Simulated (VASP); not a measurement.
# Mo3P4 (Pm-3m) in VASP: further runs

Runs on Mo3P4. Level: PBE. Tasks: single point, relaxation of cell and atoms.

Everything below comes from runs of VASP 6.6.1. Logs are shortened: lines on timing, memory, paths and dates and some standing lists are left out, and cuts for length are marked.

### 1 The cell of the first run

Symmetry: Pm-3m, No. 221, cubic system. Conventional cell: a = 4.828 Å, b = 4.828 Å, c = 4.828 Å, α = 90.00°, β = 90.00°, γ = 90.00°. Mo (site symmetry 4/mmm) has 4 P at 2.41 Å within 3.2 Å. P (site symmetry 4/mmm) has 4 Mo at 2.41 Å and 2 P at 2.41 Å within 3.2 Å. P (site symmetry m-3m) has 6 P at 2.41 Å within 3.2 Å.

### 2 Single point, PBE, collinear spin, ferromagnetic start

Input file INCAR:

```
SYSTEM = Mo3P4
ALGO = Normal ; EDIFF = 1E-7
ENCUT = 520 ; GGA = PE
ISIF = 2 ; ISMEAR = 0
ISPIN = 2 ; LASPH = .TRUE.
LCHARG = .FALSE. ; LMAXMIX = 4
LORBIT = 11 ; LREAL = .FALSE.
LWAVE = .FALSE. ; MAGMOM = 1 1 1 0 0 0 0
NBANDS = 44 ; NELM = 150
PREC = Accurate ; SIGMA = 0.1
```

Input file KPOINTS:

```
k-points
0
G
  4 4 4
  0 0 0
```

Input file POSCAR:

```
Mo3P4
1.0
    4.8282492182      0.0000000000      0.0000000000
    0.0000000000      4.8282492182      0.0000000000
    0.0000000000      0.0000000000      4.8282492182
Mo P
3 4
Direct
    0.0000000000      0.5000000000      0.5000000000
    0.5000000000      0.0000000000      0.5000000000
    0.5000000000      0.5000000000      0.0000000000
    0.5000000000      0.0000000000      0.0000000000
    0.0000000000      0.5000000000      0.0000000000
    0.0000000000      0.0000000000      0.5000000000
    0.0000000000      0.0000000000      0.0000000000
```

Potentials or basis: VASP PAW PBE potentials, release 64 (Mo_sv, P).

Started as:

```console
cat potpaw_PBE.64/Mo_sv/POTCAR potpaw_PBE.64/P/POTCAR > POTCAR
mpirun -np 1 vasp_std > vasp.out
```

OUTCAR:

```text
SYSTEM = Mo3P4
   EDIFF = 1E-7
   ENCUT = 520
   GGA = PE
   ISIF = 2
   ISMEAR = 0
   ISPIN = 2
   LASPH = .TRUE.
   LORBIT = 11
   LREAL = .FALSE.
   NELM = 150
   PREC = Accurate

 ion  position               nearest neighbor table
   1  0.000  0.500  0.500-   5 2.41   6 2.41   5 2.41   6 2.41   3 3.41   2 3.41   2 3.41   3 3.41
                             2 3.41   3 3.41   3 3.41   2 3.41
   2  0.500  0.000  0.500-   4 2.41   6 2.41   4 2.41   6 2.41   3 3.41   1 3.41   1 3.41   3 3.41
                             3 3.41   1 3.41   3 3.41   1 3.41
   3  0.500  0.500  0.000-   4 2.41   5 2.41   4 2.41   5 2.41   1 3.41   2 3.41   2 3.41   1 3.41
                             2 3.41   1 3.41   2 3.41   1 3.41
   4  0.500  0.000  0.000-   2 2.41   3 2.41   7 2.41   2 2.41   3 2.41   7 2.41
   5  0.000  0.500  0.000-   1 2.41   3 2.41   7 2.41   1 2.41   7 2.41   3 2.41
   6  0.000  0.000  0.500-   1 2.41   2 2.41   7 2.41   7 2.41   1 2.41   2 2.41
   7  0.000  0.000  0.000-   4 2.41   5 2.41   6 2.41   6 2.41   5 2.41   4 2.41

  LATTYP: Found a simple cubic cell.
 ALAT       =     4.8282492182

  Lattice vectors:

 A1 = (   4.8282492182,   0.0000000000,   0.0000000000)
 A2 = (   0.0000000000,   4.8282492182,   0.0000000000)
 A3 = (   0.0000000000,   0.0000000000,   4.8282492182)

Analysis of symmetry for initial positions (statically):
=====================================================================
 Subroutine PRICEL returns:
 Original cell was already a primitive cell.

 Routine SETGRP: Setting up the symmetry group for a
 simple cubic supercell.

 Subroutine GETGRP returns: Found 48 space group operations
 (whereof 48 operations were pure point group operations)
 out of a pool of 48 trial point group operations.

The static configuration has the point symmetry O_h .

Analysis of symmetry for dynamics (positions and initial velocities):
=====================================================================
 Subroutine PRICEL returns:
 Original cell was already a primitive cell.

 Routine SETGRP: Setting up the symmetry group for a
 simple cubic supercell.

 Subroutine GETGRP returns: Found 48 space group operations
 (whereof 48 operations were pure point group operations)
 out of a pool of 48 trial point group operations.

The dynamic configuration has the point symmetry O_h .

Analysis of structural, dynamic, and magnetic symmetry:
=====================================================================
 Subroutine PRICEL returns:
 Original cell was already a primitive cell.

 Routine SETGRP: Setting up the symmetry group for a
 simple cubic supercell.

 Subroutine GETGRP returns: Found 48 space group operations
 (whereof 48 operations were pure point group operations)
 out of a pool of 48 trial point group operations.

The overall configuration has the point symmetry O_h .

 Subroutine INISYM returns: Found 48 space group operations
 (whereof 48 operations are pure point group operations),
 and found     1 'primitive' translations

----------------------------------------------------------------------------------------

                                     Primitive cell

  volume of cell :     112.5561

  direct lattice vectors                    reciprocal lattice vectors
     4.828249218  0.000000000  0.000000000     0.207114412  0.000000000  0.000000000
     0.000000000  4.828249218  0.000000000     0.000000000  0.207114412  0.000000000
     0.000000000  0.000000000  4.828249218     0.000000000  0.000000000  0.207114412

  length of vectors
     4.828249218  4.828249218  4.828249218     0.207114412  0.207114412  0.207114412

  position of ions in fractional coordinates (direct lattice)
     0.000000000  0.500000000  0.500000000
     0.500000000  0.000000000  0.500000000
     0.500000000  0.500000000  0.000000000
     0.500000000  0.000000000  0.000000000
     0.000000000  0.500000000  0.000000000
     0.000000000  0.000000000  0.500000000
     0.000000000  0.000000000  0.000000000

  ion indices of the primitive-cell ions
   primitive index   ion index
                 1           1
                 2           2
                 3           3
                 4           4
[... 42 lines left out ...]
   k-points           NKPTS =     10   k-points in BZ     NKDIM =     10   number of bands    NBANDS=     44
   number of dos      NEDOS =    301   number of ions     NIONS =      7
   total plane-waves  NPLWV =  46656
   dimension x,y,z NGX =    36 NGY =   36 NGZ =   36
   dimension x,y,z NGXF=    72 NGYF=   72 NGZF=   72
   ions per type =               3   4
   NGX,Y,Z   is equivalent  to a cutoff of  12.40, 12.40, 12.40 a.u.
   NGXF,Y,Z  is equivalent  to a cutoff of  24.79, 24.79, 24.79 a.u.
 SYSTEM =  Mo3P4
   PREC   = accura    normal or accurate (medium, high low for compatibility)
   ISTART =      0    job   : 0-new  1-cont  2-samecut
   ICHARG =      2    charge: 1-file 2-atom 10-const
   ISPIN  =      2    spin polarized calculation?
   LNONCOLLINEAR =      F non collinear calculations
   LSORBIT =      F    spin-orbit coupling
   LASPH  =      T    aspherical Exc in radial PAW
   ENCUT  =  520.0 eV  38.22 Ry    6.18 a.u.   8.98  8.98  8.98*2*pi/ulx,y,z
   NELM   =    150;   NELMIN=  2; NELMDL= -5     # of ELM steps
   EDIFF  = 0.1E-06   stopping-criterion for ELM
   LREAL  =      F    real-space projection
   EDIFFG = 0.1E-05   stopping-criterion for IOM
   NSW    =      0    number of steps for IOM
   IBRION =     -1    ionic relax: 0-MD 1-quasi-New 2-CG
   NFREE  =      0    steps in history (QN), initial steepest desc. (CG)
   ISIF   =      2    stress and relaxation
   ISYM   =      2    0-nonsym 1-usesym 2-fastsym
   POTIM  = 0.5000    time-step for ionic-motion
   TEBEG  =    0.0;   TEEND  =   0.0 temperature during run
   PSTRESS=    0.0 pullay stress
   NELECT =      62.0000    total number of electrons
   NUPDOWN=      -1.0000    fix difference up-down
   EMIN   =  10.00;   EMAX   =-10.00  energy-range for DOS
   EFERMI =   0.00;   METHOD = LEGACY
   ISMEAR =     0;   SIGMA  =   0.10  broadening in eV -4-tet -1-fermi 0-gaus
   EFERMI_NEDOS =   21; number of points for ismear=-14 and -15
   IALGO  =     38    algorithm
   IMIX   =      4    mixing-type and parameters
     AMIX     =   0.40;   BMIX     =  1.00
     AMIX_MAG =   1.60;   BMIX_MAG =  1.00
  volume/ion in A,a.u.               =      16.08       108.51
  Fermi-wavevector in a.u.,A,eV,Ry     =   1.341989  2.535992 24.503212  1.800935
  Thomas-Fermi vector in A             =   2.470179
   LORBIT       =     11    0 simple, 1 ext, 2 COOP (PROOUT), +10 PAW based schemes
   GGA     = PE    functional components
   LHFCALC =     F    Hartree Fock is set to
   AEXX    =    0.0000 exact exchange contribution
   IVDW    =     0    specifies the selected vdW correction
   LEPSILON=     F    determine dielectric tensor
   LRPA    =     F    only Hartree local field effects (RPA)
 spin polarized calculation
 Gauss-broadening in eV      SIGMA  =   0.10
  energy-cutoff  :      520.00
  volume of cell :      112.56
 maximum number of plane-waves:      3060
 NGX is ok and might be reduce to    36
   NGX = 17   NGY = 17   NGZ = 17

 number of electron      61.9999998 magnetization       1.2170510

 Free energy of the ion-electron system (eV)
  ---------------------------------------------------
  ext. energy  EPLUGINS =         0.00000000
  ---------------------------------------------------
  free energy    TOTEN  =       -51.61181705 eV

  energy without entropy =      -51.56656428  energy(sigma->0) =      -51.58919066

 E-fermi :   9.5149     XC(G=0): -11.8138

 val. band max:        9.5138514826   @ k =   0.5000   0.5000   0.5000
 cond. band min:       9.5546705882   @ k =   0.5000   0.0000   0.0000
 fundamental gap:      0.0408191056
 Fermi energy:         9.5148813353

 spin component 1

 k-point     1 :       0.0000    0.0000    0.0000
  band No.  band energies     occupation
      1     -51.4724      1.00000
      2     -51.4516      1.00000
      3     -51.4516      1.00000
      4     -25.7216      1.00000
      5     -25.7216      1.00000
      6     -25.7216      1.00000
[... 449 lines left out ...]
     42      16.1484      0.00000
     43      16.1484      0.00000
 Fermi energy:         9.5148813353

 spin component 2

 k-point     1 :       0.0000    0.0000    0.0000
  band No.  band energies     occupation
      1     -51.2989      1.00000
      2     -51.2782      1.00000
      3     -51.2782      1.00000
      4     -25.5166      1.00000
      5     -25.5166      1.00000
      6     -25.5166      1.00000
[... 449 lines left out ...]
     42      16.2459      0.00000
     43      16.2459      0.00000
 [bands above 43 left out]

------------------------ aborting loop because EDIFF is reached ----------------------------------------

  FORCE on cell =-STRESS in cart. coord.  units (eV):
  Direction    XX          YY          ZZ          XY          YZ          ZX
  --------------------------------------------------------------------------------------
  -------------------------------------------------------------------------------------
  Total        0.0686222      0.0686222      0.0686222      0.0000000      0.0000000      0.0000000
  in kB        0.9768018      0.9768018      0.9768018      0.0000000      0.0000000      0.0000000
  external PRESSURE =       0.9768018 kB  Pullay stress =       0.0000000 kB

 VOLUME and BASIS-vectors are now :
 -----------------------------------------------------------------------------
  energy-cutoff  :      520.00
  volume of cell :      112.56
      direct lattice vectors                 reciprocal lattice vectors
     4.828249218  0.000000000  0.000000000     0.207114412  0.000000000  0.000000000
     0.000000000  4.828249218  0.000000000     0.000000000  0.207114412  0.000000000
     0.000000000  0.000000000  4.828249218     0.000000000  0.000000000  0.207114412

 POSITION                                       TOTAL-FORCE (eV/Angst)
 -----------------------------------------------------------------------------------
      0.00000      2.41412      2.41412         0.000000      0.000000      0.000000
      2.41412      0.00000      2.41412         0.000000      0.000000      0.000000
      2.41412      2.41412      0.00000         0.000000      0.000000      0.000000
      2.41412      0.00000      0.00000         0.000000      0.000000      0.000000
      0.00000      2.41412      0.00000         0.000000      0.000000      0.000000
      0.00000      0.00000      2.41412         0.000000      0.000000      0.000000
      0.00000      0.00000      0.00000         0.000000      0.000000      0.000000
 -----------------------------------------------------------------------------------
    total drift:                                0.000000      0.000000      0.000000

  FREE ENERGIE OF THE ION-ELECTRON SYSTEM (eV)
  ---------------------------------------------------
  free  energy   TOTEN  =       -51.6118170475 eV

  energy  without entropy=      -51.5665642756  energy(sigma->0) =      -51.58919066

 total charge

# of ion       s       p       d       tot
------------------------------------------
    1        2.273   6.153   3.900  12.326
    2        2.273   6.153   3.900  12.326
    3        2.273   6.153   3.900  12.326
    4        1.032   1.510   0.000   2.543
    5        1.032   1.510   0.000   2.543
    6        1.032   1.510   0.000   2.543
    7        1.149   1.211   0.000   2.360
--------------------------------------------------
tot         11.065  24.202  11.700  46.966

 magnetization (x)

# of ion       s       p       d       tot
------------------------------------------
    1        0.004   0.004   0.262   0.270
    2        0.004   0.004   0.262   0.270
    3        0.004   0.004   0.262   0.270
    4        0.002  -0.004   0.000  -0.002
    5        0.002  -0.004   0.000  -0.002
    6        0.002  -0.004   0.000  -0.002
    7        0.002   0.124   0.000   0.126
--------------------------------------------------
tot          0.021   0.124   0.785   0.930
```

Wall time 80 s (1 thread of Intel Xeon Platinum 8375C at 2.90GHz (Ice Lake), shared host); peak memory 0.27 GiB.

Results:

| Item | Value |
| --- | --- |
| Free energy | -51.6118 eV |
| Pressure | 0.1 GPa |
| Net moment | 1.22 μB per cell |
| Site moments | Mo +0.27; P -0.00, +0.13 μB |
| Valence electrons inside the program's atomic spheres | Mo 12.33; P 2.54, 2.36 |

Levels at points of the mesh, in eV from the Fermi level:
Spin up:
| k point | band 30 | band 31 | band 32 | band 33 | band 34 | band 35 |
| --- | --- | --- | --- | --- | --- | --- |
| (0.00, 0.00, 0.00) | -0.99 | -0.99 | -0.99 | -0.37 | -0.35 | -0.35 |
| (0.50, 0.00, 0.00) | -0.38 | -0.24 | -0.02 | 0.04 | 0.04 | 0.49 |
| (0.50, 0.50, 0.00) | -0.50 | -0.50 | -0.33 | 0.13 | 0.60 | 1.69 |
| (0.50, 0.50, 0.50) | -0.17 | -0.17 | -0.14 | 1.06 | 1.06 | 1.06 |
Spin down:
```
           k point  band 29  band 30  band 31  band 32  band 33  band 34
(0.00, 0.00, 0.00)    -1.06    -0.75    -0.75    -0.75    -0.26    -0.20
(0.50, 0.00, 0.00)    -0.33    -0.27    -0.09     0.18     0.34     0.34
(0.50, 0.50, 0.00)    -0.53    -0.31    -0.31    -0.01     0.31     0.91
(0.50, 0.50, 0.50)    -0.07     0.00     0.00     0.00     1.25     1.25
```

### 3 Relaxation of cell and atoms, PBE

Input file INCAR:

```
PREC = Accurate ; ENCUT = 600
EDIFF = 1E-7 ; ISMEAR = 0
SIGMA = 0.1 ; LREAL = False
LASPH = True ; NELM = 60
ALGO = Normal ; ISIF = 3
LWAVE = False ; LCHARG = False
GGA = PE ; IBRION = 2
NSW = 100 ; EDIFFG = -0.01
```

Input file KPOINTS:

```
regular mesh
0
Gamma
  8 8 8
```

POSCAR is that of step 2.

Potentials or basis: VASP PAW PBE potentials, release 64 (Mo_sv, P).

Started as:

```console
cat potpaw_PBE.64/Mo_sv/POTCAR potpaw_PBE.64/P/POTCAR > POTCAR
mpirun -np 1 vasp_std > vasp.out
```

It took 3.6 min on 1 thread of AMD EPYC 9R45 (Zen 5), shared host; peak memory 0.31 GiB.

It converged, with:

```
Free energy                            : -51.7975 eV
Relaxed volume                         : 16.03 Å³/atom
Relaxed cell                           : a = 4.824 Å, b = 4.824 Å, c = 4.824 Å, α = 90.00°, β = 90.00°, γ = 90.00°
Space group after relaxing (to 0.05 Å) : Pm-3m (No. 221)
Energy gained by relaxing              : 0.1 meV/atom
Ionic steps                            : 3
Pressure after relaxing                : 0.0 GPa
Band gap on the k mesh                 : zero (band 31 reaches 10.05 eV, above the bottom of band 32 at 8.69 eV)
```

Step by step:
| step | energy change (eV) | largest force (eV/Å) | pressure (GPa) | volume (Å³) |
| --- | --- | --- | --- | --- |
| 1 | 0.0000 | 0.0000 | -0.47 | 112.56 |
| 2 | 0.0004 | 0.0000 | 0.64 | 111.80 |
| 3 | -0.0005 | 0.0000 | 0.00 | 112.23 |

Final structure:
```
Mo P
1.0
     4.82357    0.00000    0.00000
     0.00000    4.82357    0.00000
     0.00000    0.00000    4.82357
Mo P
3 4
Direct
  0.00000 0.50000 0.50000
  0.50000 0.00000 0.50000
  0.50000 0.50000 0.00000
  0.50000 0.00000 0.00000
  0.00000 0.50000 0.00000
  0.00000 0.00000 0.50000
  0.00000 0.00000 0.00000
```

Levels at points of the mesh, in eV from the Fermi level:
| k point | band 28 | band 29 | band 30 | band 31 | band 32 | band 33 | band 34 | band 35 |
| --- | --- | --- | --- | --- | --- | --- | --- | --- |
| (0.00, 0.00, 0.00) | -1.21 | -1.21 | -0.96 | -0.96 | -0.96 | -0.40 | -0.36 | -0.36 |
| (0.50, 0.00, 0.00) | -0.49 | -0.49 | -0.43 | -0.25 | -0.06 | 0.10 | 0.10 | 0.47 |
| (0.50, 0.50, 0.00) | -0.69 | -0.69 | -0.54 | -0.54 | -0.25 | 0.15 | 0.66 | 1.69 |
| (0.50, 0.50, 0.50) | -1.07 | -0.24 | -0.24 | -0.24 | -0.17 | 1.09 | 1.09 | 1.09 |
